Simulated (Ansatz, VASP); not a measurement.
One calculation of Sr3Ta2O, two programs

```
Sr Ta O
1.0
     7.23276    0.00000    0.00000
    -3.61638    6.26376    0.00000
     0.00000    0.00000    6.24850
Sr Ta O
3 2 1
Cartesian
  3.6164 0.0000 0.0000
  -1.8082 3.1319 0.0000
  1.8082 3.1319 0.0000
  0.0000 0.0000 5.0277
  0.0000 0.0000 1.2208
  0.0000 0.0000 3.1243
```

Alike in both runs: functional PBE; k mesh 3 × 3 × 4; occupations gaussian, width 0.1 eV; no spin polarisation.

Ansatz relaxed the structure, and its values are those at the end. VASP's run is a single point on that final structure, the one shown.

|  | VASP | Ansatz |
| --- | --- | --- |
| version | VASP 6.6.1 | Ansatz 0.2.0 |
| potentials or method | VASP PAW PBE potentials, release 64 (Sr_sv, Ta_pv, O), cutoff 520 eV | scalar-relativistic, plane waves, PAW |
| valence electrons in the cell | 58 | 62 |

|  | VASP | Ansatz | Ansatz less VASP |
| --- | --- | --- | --- |
| gap on the k mesh at the Fermi level (eV) | none | none | - |
| pressure (GPa) | -0.1 | -0.2 | -0.10 |
| rms of the force components (eV/Å) | 0.020 | 0.001 | -0.0190 |

A gap of «none» marks a metal or a gap that the smearing closes. VASP's potentials hold 58 valence electrons a cell and Ansatz's 62, so a difference there can come from the potentials and not from the codes.

Neither program's run includes spin-orbit coupling.
